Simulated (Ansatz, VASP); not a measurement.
## SrO: VASP beside Ansatz

The input INCAR:

```
SYSTEM = SrO
PREC = Accurate
ENCUT = 520
EDIFF = 1E-6
ISMEAR = 0
SIGMA = 0.01
LREAL = .False.
LASPH = .True.
NELM = 60
ALGO = Normal
ISIF = 2
LWAVE = .False.
LCHARG = .True.
GGA = PE
LELF = .True.
LVHAR = .True.
NBANDS = 24
```

Contents of KPOINTS:

```
regular mesh
0
Gamma
  6 6 4
  0 0 0
```

POSCAR

```
SrO
1.0
    4.3742681640      0.0000000000      0.0000000000
   -2.1871340820      3.7882273530      0.0000000000
    0.0000000000      0.0000000000      5.2863967150
Sr O
2 2
Direct
    0.3333333333      0.6666666667     -0.0625006792
    0.6666666667      0.3333333333      0.4374993208
    0.3333333333      0.6666666667      0.4375006792
    0.6666666667      0.3333333333      0.9375006792
```

Input for Ansatz:

```yaml
crystal:
  lattice:
    - [4.374268164, 0.0, 0.0]
    - [-2.187134082, 3.788227353, 0.0]
    - [0.0, 0.0, 5.286396715]
  atoms:
    - { symbol: Sr, position: [0.3333333333, 0.6666666667, -0.0625006792] }
    - { symbol: Sr, position: [0.6666666667, 0.3333333333, 0.4374993208] }
    - { symbol: O, position: [0.3333333333, 0.6666666667, 0.4375006792] }
    - { symbol: O, position: [0.6666666667, 0.3333333333, 0.9375006792] }
kpoints:
  mp_grid: { grid: [6, 6, 4] }
hamiltonian:
  xc: pbe
scf:
  occupations: { method: fixed }
  n_extra_bands: 5
output:
  forces: true
  stress: true
  eigenvalues: true
```

Alike in both runs: task single point; functional PBE; k mesh 6 × 6 × 4; no spin polarisation.

|  | VASP | Ansatz |
| --- | --- | --- |
| version | VASP 6.6.1 | Ansatz 0.2.0 |
| potentials or method | VASP PAW PBE potentials, release 64 (Sr_sv, O) | plane waves, PAW |
| plane-wave cutoff (eV) | 520 | 420 |
| occupations | gaussian, width 0.01 eV | fixed |
| valence electrons in the cell | 32 | 32 |

Ansatz gave:

- gap on the k mesh at the Fermi level (eV): 2.43
- pressure (GPa): -3.5
- traceless stress, the component that is largest in VASP (GPa): -0.21

Estimate VASP's values.

gap on the k mesh at the Fermi level (eV): 2.41; pressure (GPa): -3.2; traceless stress, the component that is largest in VASP (GPa): -0.20.

Ansatz's warnings: structure snapped to symmetry.
